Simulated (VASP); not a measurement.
# Si3N4 (P6_3/m) in VASP: a series of runs

The runs below take Si3N4 through single point, with PBEsol.

Program: VASP 6.6.1. These are calculated values, not measurements. Logs are shortened: lines on timing, memory, paths and dates and some standing lists are left out, and cuts for length are marked.

**1. The cell of the first run**

Symmetry: P6_3/m, No. 176, hexagonal system. Conventional cell: a = 7.624 Å, b = 7.624 Å, c = 2.911 Å, α = 90.00°, β = 90.00°, γ = 120.00°. Si (site symmetry m) has 4 N at 1.73 to 1.74 Å within 2.3 Å. N (site symmetry m) has 3 Si at 1.74 Å within 2.3 Å. N (site symmetry -6) has 3 Si at 1.73 Å within 2.3 Å.

**2. Single point, PBEsol**

Contents of INCAR:

```
PREC = Accurate ; ENCUT = 520
EDIFF = 1E-6 ; ISMEAR = 0
SIGMA = 0.02 ; LREAL = False
LASPH = True ; NELM = 100
ALGO = Normal ; ISIF = 2
LWAVE = False ; LCHARG = False
GGA = PS ; NBANDS = 45
```

Contents of KPOINTS:

```
Automatic mesh
0
Gamma
  6 6 8
```

Contents of POSCAR:

```
Si3N4
1.0
    7.6240705028      0.0000000000      0.0000000000
   -3.8120352514      6.6026387357      0.0000000000
    0.0000000000      0.0000000000      2.9105865377
Si N
6 8
Direct
    0.7675675678      0.1739276520      0.2500000000
    0.5936399158      0.7675675678      0.7500000000
    0.8260723480      0.5936399158      0.2500000000
    0.2324324322      0.8260723480      0.7500000000
    0.4063600842      0.2324324322      0.2500000000
    0.1739276520      0.4063600842      0.7500000000
    0.0296346227      0.3300010213      0.2500000000
    0.6996336014      0.0296346227      0.7500000000
    0.6699989787      0.6996336014      0.2500000000
    0.9703653773      0.6699989787      0.7500000000
    0.3003663986      0.9703653773      0.2500000000
    0.3300010213      0.3003663986      0.7500000000
    0.6666666667      0.3333333333      0.2500000000
    0.3333333333      0.6666666667      0.7500000000
```

Potentials or basis: VASP PAW PBE potentials, release 64 (Si, N).

Launch:

```bash
cat potpaw_PBE.64/Si/POTCAR potpaw_PBE.64/N/POTCAR > POTCAR
mpirun -np 1 vasp_std > vasp.out
```

OUTCAR:

```text
PREC = Accurate
   ENCUT = 520
   EDIFF = 1E-6
   ISMEAR = 0
   LREAL = False
   LASPH = True
   NELM = 100
   ISIF = 2
   GGA = PS

 ion  position               nearest neighbor table
   1  0.768  0.174  0.250-  13 1.73   8 1.74   8 1.74   7 1.74   5 3.00   3 3.00   6 3.06   6 3.06
                             2 3.06   2 3.06
   2  0.594  0.768  0.750-  14 1.73   9 1.74   9 1.74   8 1.74   4 3.00   6 3.00   3 3.06   3 3.06
                             1 3.06   1 3.06
   3  0.826  0.594  0.250-  13 1.73  10 1.74  10 1.74   9 1.74   5 3.00   1 3.00   2 3.06   2 3.06
                             4 3.06   4 3.06
   4  0.232  0.826  0.750-  14 1.73  11 1.74  11 1.74  10 1.74   2 3.00   6 3.00   3 3.06   3 3.06
                             5 3.06   5 3.06
   5  0.406  0.232  0.250-  13 1.73  12 1.74  12 1.74  11 1.74   1 3.00   3 3.00   6 3.06   6 3.06
                             4 3.06   4 3.06
   6  0.174  0.406  0.750-  14 1.73   7 1.74   7 1.74  12 1.74   2 3.00   4 3.00   5 3.06   5 3.06
                             1 3.06   1 3.06
   7  0.030  0.330  0.250-   6 1.74   6 1.74   1 1.74
   8  0.700  0.030  0.750-   1 1.74   1 1.74   2 1.74
   9  0.670  0.700  0.250-   2 1.74   2 1.74   3 1.74
  10  0.970  0.670  0.750-   3 1.74   3 1.74   4 1.74
  11  0.300  0.970  0.250-   4 1.74   4 1.74   5 1.74
  12  0.330  0.300  0.750-   5 1.74   5 1.74   6 1.74
  13  0.667  0.333  0.250-   1 1.73   3 1.73   5 1.73
  14  0.333  0.667  0.750-   4 1.73   6 1.73   2 1.73

  LATTYP: Found a hexagonal cell.
 ALAT       =     7.6240705028
 C/A-ratio  =     0.3817628046

  Lattice vectors:

 A1 = (   7.6240705028,   0.0000000000,   0.0000000000)
 A2 = (  -3.8120352514,   6.6026387357,   0.0000000000)
 A3 = (   0.0000000000,   0.0000000000,   2.9105865377)

Analysis of symmetry for initial positions (statically):
=====================================================================
 Subroutine PRICEL returns:
 Original cell was already a primitive cell.

 Routine SETGRP: Setting up the symmetry group for a
 hexagonal supercell.

 Subroutine GETGRP returns: Found 12 space group operations
 (whereof  6 operations were pure point group operations)
 out of a pool of 24 trial point group operations.

The static configuration has the point symmetry S_6 .
 The point group associated with its full space group is C_6h.

Analysis of symmetry for dynamics (positions and initial velocities):
=====================================================================
 Subroutine PRICEL returns:
 Original cell was already a primitive cell.

 Routine SETGRP: Setting up the symmetry group for a
 hexagonal supercell.

[... 147 lines left out ...]
   IMIX   =      4    mixing-type and parameters
     AMIX     =   0.40;   BMIX     =  1.00
     AMIX_MAG =   1.60;   BMIX_MAG =  1.00
  volume/ion in A,a.u.               =      10.47        70.62
  Fermi-wavevector in a.u.,A,eV,Ry     =   1.242148  2.347318 20.992843  1.542930
  Thomas-Fermi vector in A             =   2.376515
   LORBIT       =      0    0 simple, 1 ext, 2 COOP (PROOUT), +10 PAW based schemes
   GGA     = PS    functional components
   LHFCALC =     F    Hartree Fock is set to
   AEXX    =    0.0000 exact exchange contribution
   IVDW    =     0    specifies the selected vdW correction
   LEPSILON=     F    determine dielectric tensor
   LRPA    =     F    only Hartree local field effects (RPA)
 non-spin polarized calculation
 Gauss-broadening in eV      SIGMA  =   0.02
  energy-cutoff  :      520.00
  volume of cell :      146.52
 maximum number of plane-waves:      3972
 NGX is ok and might be reduce to    60
   NGX = 29   NGY = 29   NGZ = 11

 number of electron      63.9999992 magnetization

 Free energy of the ion-electron system (eV)
  ---------------------------------------------------
  ext. energy  EPLUGINS =         0.00000000
  ---------------------------------------------------
  free energy    TOTEN  =      -120.38609684 eV

  energy without entropy =     -120.38609684  energy(sigma->0) =     -120.38609684

 E-fermi :   6.7104     XC(G=0): -10.9922

 val. band max:        6.6061493262   @ k =   0.0000   0.0000   0.1250
 cond. band min:      10.7986329242   @ k =   0.0000   0.0000   0.0000
 fundamental gap:      4.1924835980
 Fermi energy:         6.7104421313

 k-point     1 :       0.0000    0.0000    0.0000
  band No.  band energies     occupation
      1     -11.5468      2.00000
      2     -10.0709      2.00000
      3     -10.0709      2.00000
      4      -9.4469      2.00000
      5      -9.3076      2.00000
      6      -9.3076      2.00000
[... 1117 lines left out ...]
     43      14.7530      0.00000
     44      14.7530      0.00000

 [... further k-points ...]

 [bands above 44 left out]

------------------------ aborting loop because EDIFF is reached ----------------------------------------

  FORCE on cell =-STRESS in cart. coord.  units (eV):
  Direction    XX          YY          ZZ          XY          YZ          ZX
  --------------------------------------------------------------------------------------
  -------------------------------------------------------------------------------------
  Total        0.2289571      0.2289571      0.1841891     -0.0000001     -0.0000000      0.0000000
  in kB        2.5036857      2.5036857      2.0141396     -0.0000011     -0.0000000      0.0000000
  external PRESSURE =       2.3405037 kB  Pullay stress =       0.0000000 kB

 VOLUME and BASIS-vectors are now :
 -----------------------------------------------------------------------------
  energy-cutoff  :      520.00
  volume of cell :      146.52
      direct lattice vectors                 reciprocal lattice vectors
     7.624070503  0.000000000  0.000000000     0.131163530  0.075727299  0.000000000
    -3.812035251  6.602638736  0.000000000     0.000000000  0.151454599  0.000000000
     0.000000000  0.000000000  2.910586538     0.000000000  0.000000000  0.343573361

 POSITION                                       TOTAL-FORCE (eV/Angst)
 -----------------------------------------------------------------------------------
      5.18897      1.14838      0.72765         0.000017      0.003204     -0.000000
      1.59996      5.06797      2.18294        -0.002766      0.001617     -0.000000
      4.03506      3.91959      0.72765        -0.002783     -0.001587     -0.000000
     -1.37694      5.45426      2.18294        -0.000017     -0.003204      0.000000
      2.21208      1.53467      0.72765         0.002766     -0.001617     -0.000000
     -0.22302      2.68305      2.18294         0.002783      0.001587      0.000000
     -1.03204      2.17888      0.72765        -0.006143     -0.004861     -0.000000
      5.22109      0.19567      2.18294         0.001139     -0.007750      0.000000
      2.44109      4.61943      0.72765         0.007281     -0.002889      0.000000
      4.84407      4.42376      2.18294         0.006143      0.004861      0.000000
     -1.40905      6.40697      0.72765        -0.001139      0.007750      0.000000
      1.37094      1.98321      2.18294        -0.007281      0.002889      0.000000
      3.81204      2.20088      0.72765        -0.000000      0.000000      0.000000
     -0.00000      4.40176      2.18294        -0.000000      0.000000      0.000000
 -----------------------------------------------------------------------------------
    total drift:                               -0.000000      0.000000      0.000000

  FREE ENERGIE OF THE ION-ELECTRON SYSTEM (eV)
  ---------------------------------------------------
  free  energy   TOTEN  =      -120.3860968384 eV

  energy  without entropy=     -120.3860968384  energy(sigma->0) =     -120.38609684
```

OSZICAR:

```text
N       E                     dE             d eps       ncg     rms          rms(c)
DAV:   1     0.278621539860E+03    0.27862E+03   -0.31650E+04  3600   0.132E+03
DAV:   2    -0.112879693010E+03   -0.39150E+03   -0.37118E+03  4623   0.279E+02
DAV:   3    -0.135821439370E+03   -0.22942E+02   -0.22776E+02  4552   0.707E+01
DAV:   4    -0.136182709847E+03   -0.36127E+00   -0.36016E+00  4560   0.951E+00
DAV:   5    -0.136191270886E+03   -0.85610E-02   -0.85534E-02  4417   0.141E+00    0.289E+01
DAV:   6    -0.120731928807E+03    0.15459E+02   -0.53813E+01  4337   0.292E+01    0.133E+01
DAV:   7    -0.120502803475E+03    0.22913E+00   -0.27714E+00  4456   0.678E+00    0.618E+00
DAV:   8    -0.120397198466E+03    0.10561E+00   -0.16785E-01  4419   0.201E+00    0.199E+00
DAV:   9    -0.120384048164E+03    0.13150E-01   -0.30249E-02  4608   0.870E-01    0.291E-01
DAV:  10    -0.120385546332E+03   -0.14982E-02   -0.33560E-03  4091   0.261E-01    0.158E-01
DAV:  11    -0.120386029141E+03   -0.48281E-03   -0.78686E-04  4224   0.137E-01    0.245E-02
DAV:  12    -0.120386069954E+03   -0.40813E-04   -0.51793E-05  4456   0.380E-02    0.109E-02
DAV:  13    -0.120386091584E+03   -0.21631E-04   -0.22347E-05  3993   0.210E-02    0.505E-03
DAV:  14    -0.120386096021E+03   -0.44362E-05   -0.43613E-06  4144   0.977E-03    0.290E-03
DAV:  15    -0.120386096838E+03   -0.81766E-06   -0.20466E-06  3363   0.555E-03
   1 F= -.12038610E+03 E0= -.12038610E+03  d E =-.121493E-15
```

Wall time 8 min (1 thread of Intel Xeon 8259CL, shared host); peak memory 0.38 GiB.

What came out:

```yaml
Free_energy: -120.3861 eV
Pressure: 0.2 GPa
Largest_force: 0.008 eV/Å
Band_gap_on_the_k_mesh: 4.19 eV (least direct gap 4.38 eV)
```

Forces in eV/Å, atoms in the order of the input:
```
Si   0.000  0.003  0.000
Si  -0.003  0.002  0.000
Si  -0.003 -0.002  0.000
Si   0.000 -0.003  0.000
Si   0.003 -0.002  0.000
Si   0.003  0.002  0.000
N   -0.006 -0.005  0.000
N    0.001 -0.008  0.000
N    0.007 -0.003  0.000
N    0.006  0.005  0.000
N   -0.001  0.008  0.000
N   -0.007  0.003  0.000
N    0.000  0.000  0.000
N    0.000  0.000  0.000
```

Caveat: the PAW data sets were made with another functional, which shifts forces and pressure a little. As with any semilocal functional, this PBEsol gap is likely too small.

(Part 1 of 2 ends here.)
